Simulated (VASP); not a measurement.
A run of VASP 6.6.1:

Contents of INCAR:

```
SYSTEM = Ru
PREC = Accurate
ENCUT = 500
EDIFF = 1E-6
ISMEAR = -1
SIGMA = 0.08
LREAL = .FALSE.
LASPH = .TRUE.
NELM = 120
ALGO = Normal
ISIF = 2
LWAVE = .FALSE.
LCHARG = .FALSE.
GGA = PE
NBANDS = 13
GGA_COMPAT = .FALSE.
```

File KPOINTS:

```
regular mesh
0
G
  18 18 18
  0 0 0
```

File POSCAR:

```
Ru
1.0
   -1.5270151280      1.5270151280      1.5270151280
    1.5270151280     -1.5270151280      1.5270151280
    1.5270151280      1.5270151280     -1.5270151280
Ru
1
Direct
    0.0000000000      0.0000000000      0.0000000000
```

Potentials or basis: VASP PAW PBE potentials, release 64 (Ru_pv).

Command:

```sh
$ cat potpaw_PBE.64/Ru_pv/POTCAR > POTCAR
$ mpirun -np 1 vasp_std > vasp.out
```

Hardware: 1 thread of Intel Xeon 8259CL (shared host).

Task: Estimate the wall time of this run.

Result: It took 19 s on 1 thread of Intel Xeon 8259CL, on a shared host, peak memory 0.15 GiB. Counts: scf iterations 11, k points 195.
